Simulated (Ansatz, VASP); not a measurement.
Cd in VASP and in Ansatz

The input INCAR:

```
  PREC = Accurate
  ENCUT = 520
  EDIFF = 1E-7
  ISMEAR = -1
  SIGMA = 0.1
  LREAL = F
  LASPH = T
  NELM = 80
  ALGO = Normal
  ISIF = 2
  LWAVE = F
  LCHARG = T
  GGA = PE
  LELF = T
  LVHAR = T
  NBANDS = 19
```

The input KPOINTS:

```
regular mesh
0
Gamma
  3 3 2
```

Contents of POSCAR:

```
Cd
1.0
    3.0007103730      0.0000000000      0.0000000000
   -1.5003551865      2.5986914124      0.0000000000
    0.0000000000      0.0000000000      5.9261569577
Cd
2
Direct
    0.3333333333      0.6666666667      0.2500000000
    0.6666666667      0.3333333333      0.7500000000
```

Input for Ansatz:

```yaml
crystal:
  lattice:
    - [3.000710373, 0.0, 0.0]
    - [-1.5003551865, 2.5986914124, 0.0]
    - [0.0, 0.0, 5.9261569577]
  atoms:
    - { symbol: Cd, position: [0.3333333333, 0.6666666667, 0.25] }
    - { symbol: Cd, position: [0.6666666667, 0.3333333333, 0.75] }
hamiltonian:
  xc: pbe
  pseudopotentials:
    kind: paw
    azcp:
      Cd: "pseudopotentials/Cd.paw.azcp"
basis:
  ecutwfc: 420
  fft_grid_basis: typed
kpoints:
  mp_grid: { grid: [3, 3, 2], shift: [0, 0, 0] }
magnetization:
  spin_polarized: false
scf:
  occupations: { method: fermi_dirac, width: 0.1 }
  lower_state_search: "off"
output:
  stress: true
```

Alike in both runs: task single point; functional PBE; k mesh 3 × 3 × 2; occupations fermi-dirac, width 0.1 eV; no spin polarisation.

```csv
,VASP,Ansatz
version,VASP 6.6.1,Ansatz 0.2.0
potentials or method,"VASP PAW PBE potentials, release 64 (Cd), cutoff 520 eV","plane waves (420 eV) with PAW, scalar-relativistic"
valence electrons in the cell,24,40
```

```tsv
	VASP	Ansatz	Ansatz less VASP
pressure (GPa)	2.7	2.4	-0.34
traceless stress, the component that is largest in VASP (GPa)	5.96	6.10	+0.137
```

The functional is the same, so the differences come from potentials, cutoffs and numerics. VASP's potentials hold 24 valence electrons a cell and Ansatz's 40, so a difference there can come from the potentials and not from the codes.

The k mesh is coarse, so the values compare programs but aren't converged.
